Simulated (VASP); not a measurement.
# CdSe (F-43m) in VASP: further runs, part 2 of 3

VASP 6.6.1. Earlier steps stand in the parts before.

**3. Single point, PBE (volume scaled by 0.88)**

INCAR reads:

```
SYSTEM = CdSe
  ALGO = Normal
  EDIFF = 1E-7
  ENCUT = 520
  GGA = PE
  ISIF = 2
  ISMEAR = 0
  LASPH = .True.
  LCHARG = .False.
  LREAL = .False.
  LWAVE = .False.
  NBANDS = 16
  NELM = 60
  PREC = Accurate
  SIGMA = 0.02
```

KPOINTS reads:

```
k-points
0
Gamma
  10 10 10
  0 0 0
```

POSCAR reads:

```
CdSe
1.0
    0.0000000000      2.9691610747      2.9691610747
    2.9691610747      0.0000000000      2.9691610747
    2.9691610747      2.9691610747      0.0000000000
Cd Se
1 1
Direct
    0.0000000000      0.0000000000      0.0000000000
    0.2500000000      0.2500000000      0.2500000000
```

Potentials or basis: VASP PAW PBE potentials, release 64 (Cd, Se).

Run with:

```console
> cat potpaw_PBE.64/Cd/POTCAR potpaw_PBE.64/Se/POTCAR > POTCAR
> mpirun -np 1 vasp_std > vasp.out
```

OUTCAR:

```text
SYSTEM = CdSe
   EDIFF = 1E-7
   ENCUT = 520
   GGA = PE
   ISIF = 2
   ISMEAR = 0
   LASPH = .True.
   LREAL = .False.
   NELM = 60
   PREC = Accurate

 ion  position               nearest neighbor table
   1  0.000  0.000  0.000-   2 2.57   2 2.57   2 2.57   2 2.57
   2  0.250  0.250  0.250-   1 2.57   1 2.57   1 2.57   1 2.57

  LATTYP: Found a face centered cubic cell.
 ALAT       =     5.9383221494

  Lattice vectors:

 A1 = (   0.0000000000,   2.9691610747,   2.9691610747)
 A2 = (   2.9691610747,   0.0000000000,   2.9691610747)
 A3 = (   2.9691610747,   2.9691610747,   0.0000000000)

Analysis of symmetry for initial positions (statically):
=====================================================================
 Subroutine PRICEL returns:
 Original cell was already a primitive cell.

 Routine SETGRP: Setting up the symmetry group for a
 face centered cubic supercell.

 Subroutine GETGRP returns: Found 24 space group operations
 (whereof 24 operations were pure point group operations)
 out of a pool of 48 trial point group operations.

The static configuration has the point symmetry T_d .

Analysis of symmetry for dynamics (positions and initial velocities):
=====================================================================
 Subroutine PRICEL returns:
 Original cell was already a primitive cell.

 Routine SETGRP: Setting up the symmetry group for a
 face centered cubic supercell.

 Subroutine GETGRP returns: Found 24 space group operations
 (whereof 24 operations were pure point group operations)
 out of a pool of 48 trial point group operations.

The dynamic configuration has the point symmetry T_d .

 Subroutine INISYM returns: Found 24 space group operations
 (whereof 24 operations are pure point group operations),
 and found     1 'primitive' translations

----------------------------------------------------------------------------------------

                                     Primitive cell

  volume of cell :      52.3518
[... 108 lines left out ...]
     AMIX     =   0.40;   BMIX     =  1.00
     AMIX_MAG =   1.60;   BMIX_MAG =  1.00
  volume/ion in A,a.u.               =      26.18       176.64
  Fermi-wavevector in a.u.,A,eV,Ry     =   1.146890  2.167309 17.896526  1.315358
  Thomas-Fermi vector in A             =   2.283573
   LORBIT       =      0    0 simple, 1 ext, 2 COOP (PROOUT), +10 PAW based schemes
   GGA     = PE    functional components
   LHFCALC =     F    Hartree Fock is set to
   AEXX    =    0.0000 exact exchange contribution
   IVDW    =     0    specifies the selected vdW correction
   LEPSILON=     F    determine dielectric tensor
   LRPA    =     F    only Hartree local field effects (RPA)
 non-spin polarized calculation
 Gauss-broadening in eV      SIGMA  =   0.02
  energy-cutoff  :      520.00
  volume of cell :       52.35
 maximum number of plane-waves:      1423
   NGX = 15   NGY = 15   NGZ = 15

 number of electron      17.9999999 magnetization

 Free energy of the ion-electron system (eV)
  ---------------------------------------------------
  ext. energy  EPLUGINS =         0.00000000
  ---------------------------------------------------
  free energy    TOTEN  =        -5.33363617 eV

  energy without entropy =       -5.33363617  energy(sigma->0) =       -5.33363617

 E-fermi :   1.6795     XC(G=0):  -9.2179

 val. band max:        1.5446400716   @ k =   0.0000   0.0000   0.0000
 cond. band min:       2.3028375836   @ k =   0.0000   0.0000   0.0000
 fundamental gap:      0.7581975120
 Fermi energy:         1.6795070060

 k-point     1 :       0.0000    0.0000    0.0000
  band No.  band energies     occupation
      1     -11.4845      2.00000
      2      -6.6653      2.00000
      3      -6.6653      2.00000
      4      -6.6653      2.00000
      5      -6.2067      2.00000
      6      -6.2067      2.00000
[... 433 lines left out ...]
      3      -6.4268      2.00000
      4      -6.3821      2.00000
      5      -6.1519      2.00000
      6      -6.0261      2.00000
[... 8 lines left out ...]
     15      13.9231      0.00000
     16      15.7132      0.00000

 [... further k-points ...]

------------------------ aborting loop because EDIFF is reached ----------------------------------------

  FORCE on cell =-STRESS in cart. coord.  units (eV):
  Direction    XX          YY          ZZ          XY          YZ          ZX
  --------------------------------------------------------------------------------------
  -------------------------------------------------------------------------------------
  Total        2.6534181      2.6534181      2.6534181      0.0000000     -0.0000000      0.0000000
  in kB       81.2054161     81.2054161     81.2054161      0.0000000     -0.0000000      0.0000000
  external PRESSURE =      81.2054161 kB  Pullay stress =       0.0000000 kB

 VOLUME and BASIS-vectors are now :
 -----------------------------------------------------------------------------
  energy-cutoff  :      520.00
  volume of cell :       52.35
      direct lattice vectors                 reciprocal lattice vectors
     0.000000000  2.969161075  2.969161075    -0.168397735  0.168397735  0.168397735
     2.969161075  0.000000000  2.969161075     0.168397735 -0.168397735  0.168397735
     2.969161075  2.969161075  0.000000000     0.168397735  0.168397735 -0.168397735

 POSITION                                       TOTAL-FORCE (eV/Angst)
 -----------------------------------------------------------------------------------
      0.00000      0.00000      0.00000         0.000000      0.000000      0.000000
      1.48458      1.48458      1.48458        -0.000000     -0.000000     -0.000000
 -----------------------------------------------------------------------------------
    total drift:                               -0.000000     -0.000000     -0.000000

  FREE ENERGIE OF THE ION-ELECTRON SYSTEM (eV)
  ---------------------------------------------------
  free  energy   TOTEN  =        -5.3336361658 eV

  energy  without entropy=       -5.3336361658  energy(sigma->0) =       -5.33363617
```

OSZICAR:

```text
N       E                     dE             d eps       ncg     rms          rms(c)
DAV:   1     0.107851350018E+03    0.10785E+03   -0.89830E+03  1520   0.102E+03
DAV:   2    -0.186727214569E+01   -0.10972E+03   -0.10387E+03  1848   0.249E+02
DAV:   3    -0.568702636110E+01   -0.38198E+01   -0.38150E+01  1792   0.489E+01
DAV:   4    -0.570204959915E+01   -0.15023E-01   -0.15023E-01  1888   0.307E+00
DAV:   5    -0.570214332072E+01   -0.93722E-04   -0.93721E-04  1864   0.209E-01    0.733E+00
DAV:   6    -0.535661645634E+01    0.34553E+00   -0.51303E-01  2256   0.929E+00    0.562E+00
DAV:   7    -0.533262483784E+01    0.23992E-01   -0.16344E-01  1760   0.273E+00    0.227E+00
DAV:   8    -0.533343105053E+01   -0.80621E-03   -0.16486E-02  1720   0.162E+00    0.271E-01
DAV:   9    -0.533352850699E+01   -0.97456E-04   -0.16159E-03  1792   0.557E-01    0.530E-02
DAV:  10    -0.533359366755E+01   -0.65161E-04   -0.16886E-04  1960   0.169E-01    0.407E-02
DAV:  11    -0.533363566645E+01   -0.41999E-04   -0.68270E-05  1752   0.529E-02    0.133E-02
DAV:  12    -0.533363584827E+01   -0.18182E-06   -0.22661E-06  1864   0.211E-02    0.493E-03
DAV:  13    -0.533363613130E+01   -0.28303E-06   -0.12336E-06  1864   0.971E-03    0.157E-03
DAV:  14    -0.533363616576E+01   -0.34454E-07   -0.34755E-08  1424   0.134E-03
   1 F= -.53336362E+01 E0= -.53336362E+01  d E =-.603960E-24
```

stdout:

```text
POSCAR found type information on POSCAR CdSe
 POSCAR found :  2 types and       2 ions
 scaLAPACK will be used
 LDA part: xc-table for (Slater+PW92), standard interpolation
 POSCAR, INCAR and KPOINTS ok, starting setup
 FFT: planning ... GRIDC
 FFT: planning ... GRID_SOFT
 FFT: planning ... GRID
 WAVECAR not read
 entering main loop
```

Wall time 69 s (1 thread of AMD EPYC 7R13, shared host); peak memory 0.17 GiB.

What came out:

| Quantity | Value |
| --- | --- |
| Free energy | -5.3336 eV |
| Pressure | 8.1 GPa |
| Band gap on the k mesh | 0.76 eV, direct |

Levels at points of the mesh, in eV from the valence-band top:
```tsv
k point	band 7	band 8	band 9	band 10	band 11	band 12
(0.00, 0.00, 0.00)	0.00	0.00	0.00	0.76	5.92	5.92
(0.50, 0.00, 0.00)	-4.84	-0.86	-0.86	2.48	6.45	6.45
(0.50, 0.50, 0.00)	-4.42	-2.11	-2.11	2.99	3.81	9.48
```

**4. Single point, PBE (volume scaled by 0.91)**

INCAR reads:

```
PREC = Accurate
ENCUT = 520
EDIFF = 1E-7
ISMEAR = 0
SIGMA = 0.02
LREAL = F
LASPH = T
NELM = 100
ALGO = Normal
ISIF = 2
LWAVE = F
LCHARG = T
GGA = PE
LELF = T
LVHAR = T
NBANDS = 16
```

KPOINTS reads:

```
regular mesh
0
Gamma
  10 10 10
```

POSCAR reads:

```
CdSe
1.0
    0.0000000000      3.0025252277      3.0025252277
    3.0025252277      0.0000000000      3.0025252277
    3.0025252277      3.0025252277      0.0000000000
Cd Se
1 1
Direct
    0.0000000000      0.0000000000      0.0000000000
    0.2500000000      0.2500000000      0.2500000000
```

Run with:

```console
> cat potpaw_PBE.64/Cd/POTCAR potpaw_PBE.64/Se/POTCAR > POTCAR
> mpirun -np 1 vasp_std > vasp.out
```

It took 74 s on 1 thread of AMD EPYC 7R13, shared host; peak memory 0.17 GiB.

Results (log left out):

```
Free energy            : -5.4098 eV
Pressure               : 5.6 GPa
Band gap on the k mesh : 0.69 eV, direct
```

Levels at points of the mesh, in eV from the valence-band top:
| k point | band 5 | band 6 | band 7 | band 8 | band 9 | band 10 | band 11 | band 12 | band 13 | band 14 |
| --- | --- | --- | --- | --- | --- | --- | --- | --- | --- | --- |
| (0.00, 0.00, 0.00) | -7.66 | -7.66 | 0.00 | 0.00 | 0.00 | 0.69 | 5.93 | 5.93 | 5.93 | 9.94 |
| (0.50, 0.00, 0.00) | -7.63 | -7.33 | -4.62 | -0.81 | -0.81 | 2.44 | 6.45 | 6.45 | 7.53 | 10.17 |
| (0.50, 0.50, 0.00) | -7.59 | -7.26 | -4.26 | -1.99 | -1.99 | 3.06 | 3.79 | 9.31 | 10.45 | 10.45 |

(Part 2 of 3 ends here.)
